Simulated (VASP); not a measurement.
Wanted: the native input for a VASP 6.6.1 run.

```
Task                   : single point
Functional             : PBE
Potentials or basis    : VASP PAW PBE potentials, release 64 (Ta_pv, Al, N)
Cutoff                 : 520 eV
k mesh                 : 8 × 8 × 8
Occupations            : gaussian, width 0.1 eV
Spin                   : no spin polarisation
Dipole correction      : no
Further INCAR settings : ALGO = Normal; EDIFF = 1e-07; NBANDS = 43
```

The structure of Ta3Al2N5 lies in POSCAR:

```
Ta3Al2N5
1.0
   -1.5269073973      1.5269073973     10.7821441911
    1.5269073973     -1.5269073973     10.7821441911
    1.5269073973      1.5269073973    -10.7821441911
Ta Al N
3 2 5
Direct
    0.1001238539      0.1001238539      0.0000000000
    0.8998761461      0.8998761461      0.0000000000
    0.5000000000      0.5000000000      0.0000000000
    0.7046419670      0.7046419670      0.0000000000
    0.2953580330      0.2953580330      0.0000000000
    0.0000000000      0.0000000000      0.0000000000
    0.6106879218      0.6106879218      0.0000000000
    0.2043808034      0.2043808034      0.0000000000
    0.7956191966      0.7956191966      0.0000000000
    0.3893120782      0.3893120782      0.0000000000
```

One way to write it, as run:

INCAR

```
ALGO = Normal
EDIFF = 1E-7
ENCUT = 520
GGA = PE
ISIF = 2
ISMEAR = 0
LASPH = True
LCHARG = False
LREAL = False
LWAVE = False
NBANDS = 43
NELM = 80
PREC = Accurate
SIGMA = 0.1
```

KPOINTS

```
k-points
0
Gamma
  8 8 8
```

Potentials or basis: VASP PAW PBE potentials, release 64 (Ta_pv, Al, N).

Launch:

```sh
$ cat potpaw_PBE.64/Ta_pv/POTCAR potpaw_PBE.64/Al/POTCAR potpaw_PBE.64/N/POTCAR > POTCAR
$ mpirun -np 1 vasp_std > vasp.out
```

Results of the run:

```json
{
  "Pressure": "0.5 GPa",
  "Largest force": "0.025 eV/Å",
  "Band gap on the k mesh": "zero (bands 32 and 33 overlap by 2.27 eV)"
}
```

Caveat: spin-orbit coupling is left out, which moves the levels of the heavy elements.

Wall time 35 min on 1 thread of Intel(R) Xeon(R) Platinum 8559C (Emerald Rapids) (shared host), peak memory 1.2 GiB.
